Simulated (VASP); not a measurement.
B2SbAs, 4 atoms in the cell. The structure is tetragonal, space group P-4m2 (No. 115). The conventional cell has a = 3.582 Å, b = 3.582 Å, c = 5.084 Å, α = 90.00°, β = 90.00°, γ = 90.00°. Within 2.8 Å of As (site symmetry -4m2) lie 4 B at 2.14 Å. Within 2.8 Å of B (site symmetry 2mm) lie 2 As at 2.14 Å and 2 Sb at 2.26 Å. Sb (site symmetry -4m2) has 4 B at 2.26 Å within 3.0 Å.  This cell differs from its parent crystal: volume changed by +3%.

| Quantity | Value |
| --- | --- |
| Program | VASP 6.6.1 |
| Task | single point |
| Functional | r2SCAN |
| Potentials or basis | VASP PAW PBE potentials, release 64 (As, B, Sb) |
| Cutoff | 520 eV |
| k mesh | 6 × 6 × 4 |
| Occupations | gaussian, width 0.01 eV |
| Spin | no spin polarisation |
| Dipole correction | no |
| Further INCAR settings | ALGO = Normal; EDIFF = 1e-07; NBANDS = 16 |

Potentials or basis: VASP PAW PBE potentials, release 64 (As, B, Sb).

Command:

```bash
$ cat potpaw_PBE.64/As/POTCAR potpaw_PBE.64/B/POTCAR potpaw_PBE.64/Sb/POTCAR > POTCAR
$ cp INCAR.step1 INCAR
$ mpirun -np 1 vasp_std > vasp.out
$ cp INCAR.step2 INCAR
$ mpirun -np 1 vasp_std > vasp.out
```

Hardware: 1 thread of AMD EPYC 7R13 (shared host).

Question: How long does it take, and how much memory?

Answer: It took 4 min on 1 thread of AMD EPYC 7R13, on a shared host, peak memory 0.17 GiB. Counts: k points 30.
